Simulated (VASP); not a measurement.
# Ga (P6_3/mmc) in VASP: further runs

Runs on Ga. Level: r2SCAN. Tasks: single point, relaxation of cell and atoms.

Everything below comes from runs of VASP 6.6.1. Logs are shortened: lines on timing, memory, paths and dates and some standing lists are left out, and cuts for length are marked.

## Step 1: The cell of the first run

It takes space group P6_3/mmc (No. 194, hexagonal). The conventional cell has a = 3.086 Å, b = 3.086 Å, c = 9.952 Å, α = 90.00°, β = 90.00°, γ = 120.00°. Within 4.0 Å of Ga (site symmetry -3m) lie 12 Ga at 3.06 to 3.09 Å. Within 4.0 Å of Ga (site symmetry -6m2) lie 12 Ga at 3.06 to 3.09 Å.

This isn't the form of Ga at room conditions, which is orthorhombic.

## Step 2: Single point, r2SCAN

File POSCAR:

```
Ga
1.0
    3.0857560482      0.0000000000      0.0000000000
   -1.5428780241      2.6723431276      0.0000000000
    0.0000000000      0.0000000000      9.9521722999
Ga
4
Direct
    0.0000000000      0.0000000000      0.0000000000
    0.0000000000      0.0000000000      0.5000000000
    0.3333333333      0.6666666667      0.7500000000
    0.6666666667      0.3333333333      0.2500000000
```

File INCAR.step1:

```
SYSTEM = Ga
  PREC = Accurate
  ENCUT = 520
  ISMEAR = 0
  SIGMA = 0.1
  LREAL = .FALSE.
  LASPH = .TRUE.
  NELM = 60
  NBANDS = 34
  GGA = PE
  ALGO = Normal
  EDIFF = 1E-4
  LWAVE = .TRUE.
  LCHARG = .FALSE.
```

File INCAR.step2:

```
SYSTEM = Ga
  PREC = Accurate
  ENCUT = 520
  EDIFF = 1E-6
  ISMEAR = 0
  SIGMA = 0.1
  LREAL = .FALSE.
  LASPH = .TRUE.
  NELM = 60
  ALGO = Normal
  ISIF = 2
  LWAVE = .FALSE.
  LCHARG = .TRUE.
  METAGGA = R2SCAN
  LMIXTAU = .TRUE.
  LELF = .TRUE.
  LVHAR = .TRUE.
  NBANDS = 34
  ISTART = 1
```

File KPOINTS:

```
Automatic mesh
0
G
  6 6 2
  0 0 0
```

Potentials or basis: VASP PAW PBE potentials, release 64 (Ga_d).

Command:

```bash
> cat potpaw_PBE.64/Ga_d/POTCAR > POTCAR
> cp INCAR.step1 INCAR
> mpirun -np 1 vasp_std > vasp.out
> cp INCAR.step2 INCAR
> mpirun -np 1 vasp_std > vasp.out
```

OUTCAR:

```text
SYSTEM = Ga
   PREC = Accurate
   ENCUT = 520
   EDIFF = 1E-6
   ISMEAR = 0
   LREAL = .FALSE.
   LASPH = .TRUE.
   NELM = 60
   ISIF = 2
   METAGGA = R2SCAN
   ISTART = 1

 ion  position               nearest neighbor table
   1  0.000  0.000  0.000-
   2  0.000  0.000  0.500-
   3  0.333  0.667  0.750-
   4  0.667  0.333  0.250-

  LATTYP: Found a hexagonal cell.
 ALAT       =     3.0857560482
 C/A-ratio  =     3.2251973728

  Lattice vectors:

 A1 = (   3.0857560482,   0.0000000000,   0.0000000000)
 A2 = (  -1.5428780241,   2.6723431276,   0.0000000000)
 A3 = (   0.0000000000,   0.0000000000,   9.9521722999)

Analysis of symmetry for initial positions (statically):
=====================================================================
 Subroutine PRICEL returns:
 Original cell was already a primitive cell.

 Routine SETGRP: Setting up the symmetry group for a
 hexagonal supercell.

 Subroutine GETGRP returns: Found 24 space group operations
 (whereof 12 operations were pure point group operations)
 out of a pool of 24 trial point group operations.

The static configuration has the point symmetry D_3d.
 The point group associated with its full space group is D_6h.

Analysis of symmetry for dynamics (positions and initial velocities):
=====================================================================
 Subroutine PRICEL returns:
 Original cell was already a primitive cell.

 Routine SETGRP: Setting up the symmetry group for a
 hexagonal supercell.

 Subroutine GETGRP returns: Found 24 space group operations
 (whereof 12 operations were pure point group operations)
 out of a pool of 24 trial point group operations.

The dynamic configuration has the point symmetry D_3d.
 The point group associated with its full space group is D_6h.

 Subroutine INISYM returns: Found 24 space group operations
 (whereof 12 operations are pure point group operations),
 and found     1 'primitive' translations

----------------------------------------------------------------------------------------

                                     Primitive cell

  volume of cell :      82.0676

  direct lattice vectors                    reciprocal lattice vectors
     3.085756048  0.000000000  0.000000000     0.324069688  0.187101722  0.000000000
    -1.542878024  2.672343128  0.000000000     0.000000000  0.374203443  0.000000000
     0.000000000  0.000000000  9.952172300     0.000000000  0.000000000  0.100480575

  length of vectors
     3.085756048  3.085756048  9.952172300     0.374203443  0.374203443  0.100480575

  position of ions in fractional coordinates (direct lattice)
     0.000000000  0.000000000  0.000000000
     0.000000000  0.000000000  0.500000000
     0.333333333  0.666666667  0.750000000
     0.666666667  0.333333333  0.250000000

  ion indices of the primitive-cell ions
   primitive index   ion index
                 1           1
                 2           2
                 3           3
                 4           4

----------------------------------------------------------------------------------------

 KPOINTS: Automatic mesh

Automatic generation of k-mesh.
 Grid dimensions read from file:
 generate k-points for:    6    6    2

 Generating k-lattice:

  Cartesian coordinates                     Fractional coordinates (reciprocal lattice)
     0.054011615  0.031183620  0.000000000     0.166666667 -0.000000000  0.000000000
     0.000000000  0.062367241  0.000000000     0.000000000  0.166666667  0.000000000
     0.000000000  0.000000000  0.050240288     0.000000000  0.000000000  0.500000000

  Length of vectors
     0.062367241  0.062367241  0.050240288

  Shift w.r.t. Gamma in fractional coordinates (k-lattice)
     0.000000000  0.000000000  0.000000000

 Subroutine IBZKPT returns following result:
 ===========================================

 Found     14 irreducible k-points:

 Following reciprocal coordinates:
            Coordinates               Weight
  0.000000  0.000000  0.000000      1.000000
  0.166667 -0.000000  0.000000      6.000000
  0.333333 -0.000000  0.000000      6.000000
  0.500000 -0.000000  0.000000      3.000000
  0.166667  0.166667  0.000000      6.000000
  0.333333  0.166667  0.000000     12.000000
  0.333333  0.333333  0.000000      2.000000
  0.000000  0.000000  0.500000      1.000000
  0.166667 -0.000000  0.500000      6.000000
  0.333333 -0.000000  0.500000      6.000000
  0.500000 -0.000000  0.500000      3.000000
  0.166667  0.166667  0.500000      6.000000
  0.333333  0.166667  0.500000     12.000000
  0.333333  0.333333  0.500000      2.000000
   k-points           NKPTS =     14   k-points in BZ     NKDIM =     14   number of bands    NBANDS=     34
   number of dos      NEDOS =    301   number of ions     NIONS =      4
   total plane-waves  NPLWV =  46080
   dimension x,y,z NGX =    24 NGY =   24 NGZ =   80
   dimension x,y,z NGXF=    48 NGYF=   48 NGZF=  160
   ions per type =               4
   NGX,Y,Z   is equivalent  to a cutoff of  12.93, 12.93, 13.36 a.u.
   NGXF,Y,Z  is equivalent  to a cutoff of  25.86, 25.86, 26.73 a.u.
 SYSTEM =  Ga
   PREC   = accura    normal or accurate (medium, high low for compatibility)
   ISTART =      1    job   : 0-new  1-cont  2-samecut
   ICHARG =      0    charge: 1-file 2-atom 10-const
   ISPIN  =      1    spin polarized calculation?
   LNONCOLLINEAR =      F non collinear calculations
   LSORBIT =      F    spin-orbit coupling
   LASPH  =      T    aspherical Exc in radial PAW
   ENCUT  =  520.0 eV  38.22 Ry    6.18 a.u.   5.74  5.74 18.50*2*pi/ulx,y,z
   NELM   =     60;   NELMIN=  2; NELMDL=  0     # of ELM steps
   EDIFF  = 0.1E-05   stopping-criterion for ELM
   LREAL  =      F    real-space projection
   EDIFFG = 0.1E-04   stopping-criterion for IOM
   NSW    =      0    number of steps for IOM
   IBRION =     -1    ionic relax: 0-MD 1-quasi-New 2-CG
   NFREE  =      0    steps in history (QN), initial steepest desc. (CG)
   ISIF   =      2    stress and relaxation
   ISYM   =      2    0-nonsym 1-usesym 2-fastsym
   POTIM  = 0.5000    time-step for ionic-motion
   TEBEG  =    0.0;   TEEND  =   0.0 temperature during run
   PSTRESS=    0.0 pullay stress
   NELECT =      52.0000    total number of electrons
   NUPDOWN=      -1.0000    fix difference up-down
   EMIN   =  10.00;   EMAX   =-10.00  energy-range for DOS
   EFERMI =   0.00;   METHOD = LEGACY
   ISMEAR =     0;   SIGMA  =   0.10  broadening in eV -4-tet -1-fermi 0-gaus
   EFERMI_NEDOS =   21; number of points for ismear=-14 and -15
   IALGO  =     38    algorithm
   IMIX   =      4    mixing-type and parameters
     AMIX     =   0.40;   BMIX     =  1.00
     AMIX_MAG =   1.60;   BMIX_MAG =  1.00
  volume/ion in A,a.u.               =      20.52       138.45
  Fermi-wavevector in a.u.,A,eV,Ry     =   1.406108  2.657159 26.900623  1.977140
  Thomas-Fermi vector in A             =   2.528502
   LORBIT       =      0    0 simple, 1 ext, 2 COOP (PROOUT), +10 PAW based schemes
   METAGGA = R2SCAN    functional components
   LHFCALC =     F    Hartree Fock is set to
   AEXX    =    0.0000 exact exchange contribution
   IVDW    =     0    specifies the selected vdW correction
   LEPSILON=     F    determine dielectric tensor
   LRPA    =     F    only Hartree local field effects (RPA)
 non-spin polarized calculation
 Gauss-broadening in eV      SIGMA  =   0.10
  energy-cutoff  :      520.00
  volume of cell :       82.07
 maximum number of plane-waves:      2236
 NGX is ok and might be reduce to    24
   NGX = 11   NGY = 11   NGZ = 37

 number of electron      51.9999975 magnetization

 Free energy of the ion-electron system (eV)
  ---------------------------------------------------
  ext. energy  EPLUGINS =         0.00000000
  ---------------------------------------------------
  free energy    TOTEN  =       -45.09677556 eV

  energy without entropy =      -45.08917008  energy(sigma->0) =      -45.09297282

 E-fermi :   4.7507     XC(G=0): -11.7033

 val. band max:        4.7024566146   @ k =   0.1667  -0.0000   0.5000
 cond. band min:       5.1234533657   @ k =   0.5000  -0.0000   0.0000
 fundamental gap:      0.4209967511
 Fermi energy:         4.7506686018

 k-point     1 :       0.0000    0.0000    0.0000
  band No.  band energies     occupation
      1     -10.7486      2.00000
      2     -10.7164      2.00000
      3     -10.6987      2.00000
      4     -10.6930      2.00000
      5     -10.6930      2.00000
      6     -10.6819      2.00000
[... 26 lines left out ...]
     33      15.2084      0.00000
     34      16.3465      0.00000

 k-point     2 :       0.1667   -0.0000    0.0000
  band No.  band energies     occupation
      1     -10.7388      2.00000
      2     -10.7181      2.00000
      3     -10.7123      2.00000
      4     -10.6909      2.00000
      5     -10.6817      2.00000
      6     -10.6696      2.00000
[... 26 lines left out ...]
     33      13.6082      0.00000
     34      13.8631      0.00000

 k-point     3 :       0.3333   -0.0000    0.0000
  band No.  band energies     occupation
      1     -10.7891      2.00000
      2     -10.7539      2.00000
      3     -10.7408      2.00000
      4     -10.7328      2.00000
      5     -10.7064      2.00000
      6     -10.6758      2.00000
[... 26 lines left out ...]
     33      11.8020      0.00000
     34      11.8388      0.00000
[... 334 lines left out ...]
 k-point    13 :       0.3333    0.1667    0.5000
  band No.  band energies     occupation
      1     -10.7607      2.00000
      2     -10.7607      2.00000
      3     -10.7242      2.00000
      4     -10.7242      2.00000
      5     -10.7027      2.00000
      6     -10.7027      2.00000
[... 26 lines left out ...]
     33       9.5070      0.00000
     34       9.5070      0.00000

 k-point    14 :       0.3333    0.3333    0.5000
  band No.  band energies     occupation
      1     -10.7559      2.00000
      2     -10.7559      2.00000
      3     -10.7051      2.00000
      4     -10.7051      2.00000
      5     -10.6565      2.00000
      6     -10.6565      2.00000
[... 26 lines left out ...]
     33      10.8614      0.00000
     34      10.8660      0.00000

------------------------ aborting loop because EDIFF is reached ----------------------------------------

  FORCE on cell =-STRESS in cart. coord.  units (eV):
  Direction    XX          YY          ZZ          XY          YZ          ZX
  --------------------------------------------------------------------------------------
  -------------------------------------------------------------------------------------
  Total       -3.7638775     -3.7638775     -2.2073894      0.0000000      0.0000000      0.0000000
  in kB      -73.4808832    -73.4808832    -43.0941020      0.0000000      0.0000000      0.0000000
  external PRESSURE =     -63.3519561 kB  Pullay stress =       0.0000000 kB

 VOLUME and BASIS-vectors are now :
 -----------------------------------------------------------------------------
  energy-cutoff  :      520.00
  volume of cell :       82.07
      direct lattice vectors                 reciprocal lattice vectors
     3.085756048  0.000000000  0.000000000     0.324069688  0.187101722  0.000000000
    -1.542878024  2.672343128  0.000000000     0.000000000  0.374203443  0.000000000
     0.000000000  0.000000000  9.952172300     0.000000000  0.000000000  0.100480575

 POSITION                                       TOTAL-FORCE (eV/Angst)
 -----------------------------------------------------------------------------------
      0.00000      0.00000      0.00000         0.000000      0.000000      0.000000
      0.00000      0.00000      4.97609         0.000000      0.000000      0.000000
     -0.00000      1.78156      7.46413         0.000000     -0.000000     -0.000000
      1.54288      0.89078      2.48804        -0.000000      0.000000      0.000000
 -----------------------------------------------------------------------------------
    total drift:                                0.000000      0.000000     -0.000000

  FREE ENERGIE OF THE ION-ELECTRON SYSTEM (eV)
  ---------------------------------------------------
  free  energy   TOTEN  =       -45.0967755554 eV

  energy  without entropy=      -45.0891700809  energy(sigma->0) =      -45.09297282
```

Run time: 97 s. Hardware: 1 thread of Intel Xeon Platinum 8488C (Sapphire Rapids), shared host; peak memory 0.2 GiB.

Results:

| Property | Result |
| --- | --- |
| Free energy | -45.0968 eV |
| Pressure | -6.3 GPa |
| Band gap on the k mesh | zero (bands 26 and 27 overlap by 5.61 eV) |

Stress tensor (GPa, compression positive):
```
-7.35  0.00  0.00
 0.00 -7.35  0.00
 0.00  0.00 -4.31
```

Caveat: the k points lie up to 0.39 Å⁻¹ apart, too coarse for converged energies and pressures of a metal; the PAW data sets were made with another functional, which shifts forces and pressure a little.

## Step 3: Relaxation of cell and atoms, r2SCAN

POSCAR is that of step 2.

File INCAR.step1:

```
SYSTEM = Ga
PREC = Accurate
ENCUT = 600
ISMEAR = 0
SIGMA = 0.1
LREAL = .False.
LASPH = .True.
NELM = 100
GGA = PE
ALGO = Normal
EDIFF = 1E-4
LWAVE = .True.
LCHARG = .False.
```

File INCAR.step2:

```
SYSTEM = Ga
PREC = Accurate
ENCUT = 600
EDIFF = 1E-6
ISMEAR = 0
SIGMA = 0.1
LREAL = .False.
LASPH = .True.
NELM = 100
ALGO = Normal
ISIF = 3
LWAVE = .False.
LCHARG = .False.
METAGGA = R2SCAN
LMIXTAU = .True.
IBRION = 2
NSW = 90
EDIFFG = -0.04
ISTART = 1
```

File KPOINTS:

```
Automatic mesh
0
Gamma
  6 6 2
  0 0 0
```

Potentials or basis: VASP PAW PBE potentials, release 64 (Ga_d).

Command:

```bash
> cat potpaw_PBE.64/Ga_d/POTCAR > POTCAR
> cp INCAR.step1 INCAR
> mpirun -np 1 vasp_std > vasp.out
> cp INCAR.step2 INCAR
> mpirun -np 1 vasp_std > vasp.out
```

OUTCAR:

```text
SYSTEM = Ga
   PREC = Accurate
   ENCUT = 600
   EDIFF = 1E-6
   ISMEAR = 0
   LREAL = .False.
   LASPH = .True.
   NELM = 100
   ISIF = 3
   METAGGA = R2SCAN
   IBRION = 2
   NSW = 90
   EDIFFG = -0.04
   ISTART = 1

 ion  position               nearest neighbor table
   1  0.000  0.000  0.000-
   2  0.000  0.000  0.500-
   3  0.333  0.667  0.750-
   4  0.667  0.333  0.250-

  LATTYP: Found a hexagonal cell.
 ALAT       =     3.0857560482
 C/A-ratio  =     3.2251973728

  Lattice vectors:

 A1 = (   3.0857560482,   0.0000000000,   0.0000000000)
 A2 = (  -1.5428780241,   2.6723431276,   0.0000000000)
 A3 = (   0.0000000000,   0.0000000000,   9.9521722999)

Analysis of symmetry for initial positions (statically):
=====================================================================
 Subroutine PRICEL returns:
 Original cell was already a primitive cell.

 Routine SETGRP: Setting up the symmetry group for a
 hexagonal supercell.

 Subroutine GETGRP returns: Found 24 space group operations
 (whereof 12 operations were pure point group operations)
 out of a pool of 24 trial point group operations.

[... 143 lines left out ...]
  energy-cutoff  :      600.00
  volume of cell :       82.07
 maximum number of plane-waves:      2760
 NGX is ok and might be reduce to    28
   NGX = 13   NGY = 13   NGZ = 39

--------------------------------------- Ionic step        1  -------------------------------------------

 number of electron      51.9999992 magnetization

 Free energy of the ion-electron system (eV)
  ---------------------------------------------------
  ext. energy  EPLUGINS =         0.00000000
  ---------------------------------------------------
  free energy    TOTEN  =       -45.10067146 eV

  energy without entropy =      -45.09306623  energy(sigma->0) =      -45.09686885

------------------------ aborting loop because EDIFF is reached ----------------------------------------

  FORCE on cell =-STRESS in cart. coord.  units (eV):
  Direction    XX          YY          ZZ          XY          YZ          ZX
  --------------------------------------------------------------------------------------
  -------------------------------------------------------------------------------------
  Total       -3.7889418     -3.7889418     -2.2612057      0.0000000      0.0000000      0.0000000
  in kB      -73.9702042    -73.9702042    -44.1447398      0.0000000      0.0000000      0.0000000
  external PRESSURE =     -64.0283827 kB  Pullay stress =       0.0000000 kB
[... 177 lines left out ...]
--------------------------------------- Ionic step        6  -------------------------------------------

 number of electron      52.0000001 magnetization

 Free energy of the ion-electron system (eV)
  ---------------------------------------------------
  ext. energy  EPLUGINS =         0.00000000
  ---------------------------------------------------
  free energy    TOTEN  =       -45.38499804 eV

  energy without entropy =      -45.38001278  energy(sigma->0) =      -45.38250541

 E-fermi :   6.0587     XC(G=0): -12.5717

 val. band max:        5.9347024874   @ k =   0.3333  -0.0000   0.5000
 cond. band min:       6.0823078112   @ k =   0.3333   0.3333   0.5000
 fundamental gap:      0.1476053238
 Fermi energy:         6.0587011706

 k-point     1 :       0.0000    0.0000    0.0000
  band No.  band energies     occupation
      1      -9.5546      2.00000
      2      -9.5108      2.00000
      3      -9.4700      2.00000
      4      -9.4481      2.00000
      5      -9.4332      2.00000
      6      -9.4332      2.00000
[... 496 lines left out ...]
  FREE ENERGIE OF THE ION-ELECTRON SYSTEM (eV)
  ---------------------------------------------------
  free  energy   TOTEN  =       -45.3849980432 eV

  energy  without entropy=      -45.3800127801  energy(sigma->0) =      -45.38250541

 reached required accuracy - stopping structural energy minimisation
```

OSZICAR.step1:

```text
N       E                     dE             d eps       ncg     rms          rms(c)
DAV:   1     0.343222347168E+03    0.34322E+03   -0.28875E+04   924   0.337E+03
DAV:   2     0.267919906580E+02   -0.31643E+03   -0.31141E+03   896   0.563E+02
DAV:   3    -0.105952555795E+02   -0.37387E+02   -0.36780E+02  1008   0.150E+02
DAV:   4    -0.116470454716E+02   -0.10518E+01   -0.10496E+01   975   0.287E+01
DAV:   5    -0.116700776160E+02   -0.23032E-01   -0.23008E-01  1103   0.431E+00    0.151E+00
DAV:   6    -0.115930993958E+02    0.76978E-01   -0.16346E-01  1008   0.526E+00    0.808E-01
DAV:   7    -0.115752390275E+02    0.17860E-01   -0.50394E-02  1141   0.239E+00    0.218E-01
DAV:   8    -0.115735185478E+02    0.17205E-02   -0.57057E-03   967   0.207E+00    0.365E-02
DAV:   9    -0.115735541997E+02   -0.35652E-04   -0.12258E-03  1016   0.926E-01    0.166E-02
DAV:  10    -0.115736046311E+02   -0.50431E-04   -0.41531E-04   804   0.272E-01
   1 F= -.11573605E+02 E0= -.11569633E+02  d E =-.794391E-02
```

Run time: 9.9 min. Hardware: 1 thread of Intel Xeon Platinum 8488C (Sapphire Rapids), shared host; peak memory 0.26 GiB.

What came out:

```
Free energy                           : -45.3850 eV
Relaxed volume                        : 17.66 Å³/atom
Relaxed cell                          : a = 2.899 Å, b = 2.899 Å, c = 9.706 Å, α = 90.00°, β = 90.00°, γ = 120.00°
Space group after relaxing (to 0.1 Å) : P6_3/mmc (No. 194)
Energy gained by relaxing             : 71.1 meV/atom
Ionic steps                           : 6
Pressure after relaxing               : 0.3 GPa
Band gap on the k mesh                : zero (bands 26 and 27 overlap by 5.63 eV)
```

Step by step:
| step | energy change (eV) | largest force (eV/Å) | pressure (GPa) | volume (Å³) |
| --- | --- | --- | --- | --- |
| 1 | 0.0000 | 0.0000 | -6.40 | 82.07 |
| 2 | -0.2654 | 0.0000 | -1.47 | 72.70 |
| 3 | -0.2778 | 0.0000 | 0.46 | 70.42 |
| 4 | -0.2779 | 0.0000 | 0.33 | 70.64 |
| 5 | -0.2834 | 0.0000 | 0.27 | 70.66 |
| 6 | -0.2843 | 0.0000 | 0.33 | 70.66 |

Final structure:
```yaml
crystal:
  lattice:
    - [2.89925, 0.00000, 0.00000]
    - [-1.44962, 2.51082, 0.00000]
    - [0.00000, 0.00000, 9.70605]
  atoms:
    - { symbol: Ga, position: [0.00000, 0.00000, 0.00000] }
    - { symbol: Ga, position: [0.00000, 0.00000, 0.50000] }
    - { symbol: Ga, position: [0.33333, 0.66667, 0.75000] }
    - { symbol: Ga, position: [0.66667, 0.33333, 0.25000] }
```

Caveat: the k points lie up to 0.42 Å⁻¹ apart in the final cell, too coarse for converged energies and pressures of a metal; the PAW data sets were made with another functional, which shifts forces and pressure a little.
